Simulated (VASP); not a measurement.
TaN: single point with LDA

TaN:

```
CELL_PARAMETERS angstrom
2.93800 0.00000 0.00000
-1.46900 2.54438 0.00000
0.00000 0.00000 2.88300
ATOMIC_POSITIONS crystal
Ta 0.33333 0.66667 0.50000
N 0.00000 0.00000 0.00000
```

| Item | Value |
| --- | --- |
| Program | VASP 6.6.1 |
| Task | single point |
| Functional | LDA |
| Potentials or basis | VASP PAW LDA potentials, release 64 (Ta_pv, N) |
| Cutoff | 600 eV |
| k mesh | 6 × 6 × 5 |
| Occupations | fermi-dirac, width 0.1 eV |
| Spin | no spin polarisation |

```json
{
  "Pressure": "-9.9 GPa",
  "Band gap on the k mesh": "zero (band 8 reaches 8.25 eV, above the bottom of band 9 at 8.07 eV)"
}
```

Stress tensor (GPa, compression positive):
```
 -9.56   0.00   0.00
  0.00  -9.56   0.00
  0.00   0.00 -10.64
```

Levels at points of the mesh, in eV from the Fermi level:
```csv
k point,band 4,band 5,band 6,band 7,band 8,band 9,band 10,band 11,band 12,band 13
"(0.00, 0.00, 0.00)",-17.65,-4.65,-4.65,-4.31,-2.98,2.26,3.47,3.47,3.82,3.82
"(0.50, 0.00, 0.00)",-15.30,-8.35,-5.29,-3.58,-3.24,2.83,3.92,5.07,5.16,7.45
```

It took 3.5 s on 1 thread of Intel(R) Xeon(R) 6975P-C (Granite Rapids), with other jobs on the host, peak memory 0.13 GiB.

Caveat: the k points lie up to 0.44 Å⁻¹ apart; spin-orbit coupling is left out, which moves the levels of the heavy elements.
